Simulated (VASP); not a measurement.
A run of VASP 6.6.1 is set up as follows.

INCAR

```
  PREC = Accurate
  ENCUT = 910
  EDIFF = 1E-6
  ISMEAR = 0
  SIGMA = 0.01
  LREAL = False
  LASPH = True
  NELM = 120
  ALGO = Normal
  ISIF = 2
  LWAVE = False
  LCHARG = False
  NBANDS = 11
  GGA_COMPAT = False
```

The input KPOINTS:

```
regular mesh
0
Gamma
  10 10 10
```

POSCAR

```
C
1.0
    0.0000000000      1.7646522272      1.7646522272
    1.7646522272      0.0000000000      1.7646522272
    1.7646522272      1.7646522272      0.0000000000
C
2
Direct
    0.5000000000      0.5000000000      0.5000000000
    0.7500000000      0.7500000000      0.7500000000
```

Potentials or basis: VASP PAW LDA potentials, release 64 (C_h).

Command:

```bash
$ cat potpaw_LDA.64/C_h/POTCAR > POTCAR
$ mpirun -np 1 vasp_std > vasp.out
```

(1) Predict the pressure.

(2) Predict the band gap on the k mesh.

## Answers

(1) 1.6 GPa.

(2) 4.21 eV, indirect (least direct gap 5.63 eV).

Caveat: the cutoff is under 1.25 times the usual one of these potentials, so pressure, stress and relaxed cells hold a basis-set (Pulay) error.
